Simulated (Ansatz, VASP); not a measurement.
**One calculation of KBr, two programs**

```xyz
2
Lattice="0.0000 3.2308 3.2308 3.2308 0.0000 3.2308 3.2308 3.2308 0.0000" Properties=species:S:1:pos:R:3 pbc="T T T"
K     0.0000    0.0000    0.0000
Br    3.2308    3.2308    3.2308
```

Alike in both runs: task single point; functional PBEsol; k mesh 8 × 8 × 8; occupations gaussian, width 0.05 eV; no spin polarisation.

```csv
,VASP,Ansatz
version,VASP 6.6.1,Ansatz 0.2.0
potentials or method,"VASP PAW PBE potentials, release 64 (K_sv, Br), cutoff 500 eV","scalar-relativistic, plane waves, PAW"
valence electrons in the cell,16,16
```

```csv
,VASP,Ansatz,Ansatz less VASP
gap on the k mesh at the Fermi level (eV),4.44,4.44,+0.003
least direct gap on the mesh (eV),4.44,4.44,+0.003
pressure (GPa),0.8,0.7,-0.07
```

VASP's potentials were made for PBE, not for PBEsol.
